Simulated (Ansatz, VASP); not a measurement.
# ZrSiW in VASP and in Ansatz

```xyz
3
Lattice="-1.6769 1.6769 4.5950 1.6769 -1.6769 4.5950 1.6769 1.6769 -4.5950" Properties=species:S:1:pos:R:3 pbc="T T T"
Zr    0.0000    0.0000    3.0662
Si    0.0000    0.0000    5.9300
W     0.0000    0.0000    0.1938
```

Alike in both runs: functional PBE; k mesh 8 × 8 × 8; occupations gaussian, width 0.1 eV; no spin polarisation.

Ansatz relaxed the structure, and its values are those at the end. VASP's run is a single point on that final structure, the one shown.

|  | VASP | Ansatz |
| --- | --- | --- |
| version | VASP 6.6.1 | Ansatz 0.2.0 |
| potentials or method | VASP PAW PBE potentials, release 64 (Zr_sv, Si, W_sv), cutoff 520 eV | scalar-relativistic, plane waves, PAW |
| valence electrons in the cell | 30 | 30 |

```tsv
	VASP	Ansatz	Ansatz less VASP
gap on the k mesh at the Fermi level (eV)	none	none	-
pressure (GPa)	0.1	0.0	-0.09
```

A gap of «none» marks a metal or a gap that the smearing closes.

Neither program's run includes spin-orbit coupling.
